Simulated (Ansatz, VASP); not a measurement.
**Ti2WC3 in VASP and in Ansatz**

The input INCAR:

```
PREC = Accurate
ENCUT = 600
EDIFF = 1E-6
ISMEAR = 0
SIGMA = 0.1
LREAL = F
LASPH = T
NELM = 80
ALGO = Normal
ISIF = 3
LWAVE = F
LCHARG = F
GGA = PE
IBRION = 2
NSW = 100
EDIFFG = -0.01
```

Contents of KPOINTS:

```
regular mesh
0
Gamma
  12 12 6
```

Contents of POSCAR:

```
Ti2WC3
1.0
    3.0668046687      0.0000000000      0.0000000000
   -1.5334023344      2.6559307515      0.0000000000
    0.0000000000      0.0000000000      7.5496950941
Ti W C
2 1 3
Direct
    0.3333333333      0.6666666667      0.6660904200
    0.6666666667      0.3333333333      0.3339095800
    0.0000000000      0.0000000000      0.0000000000
    0.6666666667      0.3333333333      0.8326053641
    0.0000000000      0.0000000000      0.5000000000
    0.3333333333      0.6666666667      0.1673946359
```

Input for Ansatz:

```yaml
crystal:
  lattice:
    - [3.0668046687, 0.0, 0.0]
    - [-1.5334023344, 2.6559307515, 0.0]
    - [0.0, 0.0, 7.5496950941]
  atoms:
    - { symbol: Ti, position: [0.3333333333, 0.6666666667, 0.66609042] }
    - { symbol: Ti, position: [0.6666666667, 0.3333333333, 0.33390958] }
    - { symbol: W, position: [0.0, 0.0, 0.0] }
    - { symbol: C, position: [0.6666666667, 0.3333333333, 0.8326053641] }
    - { symbol: C, position: [0.0, 0.0, 0.5] }
    - { symbol: C, position: [0.3333333333, 0.6666666667, 0.1673946359] }
basis:
  ecutwfc: 420
kpoints:
  mp_grid: { grid: [12, 12, 6] }
hamiltonian:
  xc: pbe
scf:
  occupations: { method: gaussian, width: 0.1 }
output:
  forces: true
  stress: true
  eigenvalues: true
  write_density: true
  write_potential: true
  elf: true
  volumetric_format: npy
relax:
  adjacent_minimum: "off"
  f_tol: 0.01
  max_steps: 80
  cell: { stress_tol: 0.05 }
```

Alike in both runs: task relaxation of cell and atoms; functional PBE; k mesh 12 × 12 × 6; occupations gaussian, width 0.1 eV; no spin polarisation.

```csv
,VASP,Ansatz
version,VASP 6.6.1,Ansatz 0.2.0
potentials or method,"VASP PAW PBE potentials, release 64 (Ti_sv, W_sv, C), cutoff 600 eV","scalar-relativistic, plane waves, PAW"
valence electrons in the cell,50,50
```

|  | VASP | Ansatz | Ansatz less VASP |
| --- | --- | --- | --- |
| gap on the k mesh at the Fermi level, each at its own relaxed structure (eV) | none | none | - |
| relaxed volume (Å³/atom) | 10.25 | 10.24 | -0.016 |
| relaxed length of the cell vector where the two differ most in proportion (Å) | 3.070 | 3.068 | -0.0018 |

A gap of «none» marks a metal or a gap that the smearing closes.

Neither program's run includes spin-orbit coupling.
